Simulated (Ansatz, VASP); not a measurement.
**One calculation of KI, two programs**

The input INCAR:

```
SYSTEM = KI
  ALGO = Normal
  EDIFF = 1E-7
  ENCUT = 520
  GGA = PS
  ISIF = 2
  ISMEAR = 0
  LASPH = .TRUE.
  LCHARG = .FALSE.
  LREAL = .FALSE.
  LWAVE = .FALSE.
  NBANDS = 15
  NELM = 80
  PREC = Accurate
  SIGMA = 0.05
```

KPOINTS

```
k-points
0
G
  6 6 6
  0 0 0
```

The input POSCAR:

```
KI
1.0
    4.1195487936      0.0000000000      0.0000000000
    0.0000000000      4.1195487936      0.0000000000
    0.0000000000      0.0000000000      4.1195487936
K I
1 1
Direct
    0.0000000000      0.0000000000      0.0000000000
    0.5000000000      0.5000000000      0.5000000000
```

Input for Ansatz:

```yaml
crystal:
  lattice:
    - [4.1195487936, 0.0, 0.0]
    - [0.0, 4.1195487936, 0.0]
    - [0.0, 0.0, 4.1195487936]
  atoms:
    - { symbol: K, position: [0.0, 0.0, 0.0] }
    - { symbol: I, position: [0.5, 0.5, 0.5] }
basis:
  ecutwfc: 420
kpoints:
  mp_grid: { grid: [6, 6, 6] }
hamiltonian:
  xc: pbesol
scf:
  occupations: { method: gaussian, width: 0.05 }
output:
  forces: true
  stress: true
  eigenvalues: true
```

Change from the starting cell: strain -0.040 along x and y, -0.040 along z, atoms carried along.

Alike in both runs: task single point; functional PBEsol; k mesh 6 × 6 × 6; occupations gaussian, width 0.05 eV; no spin polarisation.

|  | VASP | Ansatz |
| --- | --- | --- |
| version | VASP 6.6.1 | Ansatz 0.2.0 |
| potentials or method | VASP PAW PBE potentials, release 64 (K_sv, I), cutoff 520 eV | scalar-relativistic, plane waves, PAW |
| valence electrons in the cell | 16 | 26 |

Ansatz gave:

| Quantity | Value |
| --- | --- |
| gap on the k mesh at the Fermi level (eV) | 3.51 |
| least direct gap on the mesh (eV) | 3.67 |
| pressure (GPa) | 1.4 |

Q: Estimate VASP's values.

A: gap on the k mesh at the Fermi level (eV): 3.51; least direct gap on the mesh (eV): 3.65; pressure (GPa): 1.5.

VASP's potentials were made for PBE, not for PBEsol. With one functional, cell and mesh, what is left measures potentials, basis and numerics. VASP's potentials hold 16 valence electrons a cell and Ansatz's 26, so a difference there can come from the potentials and not from the codes.

Spin-orbit coupling is off throughout.
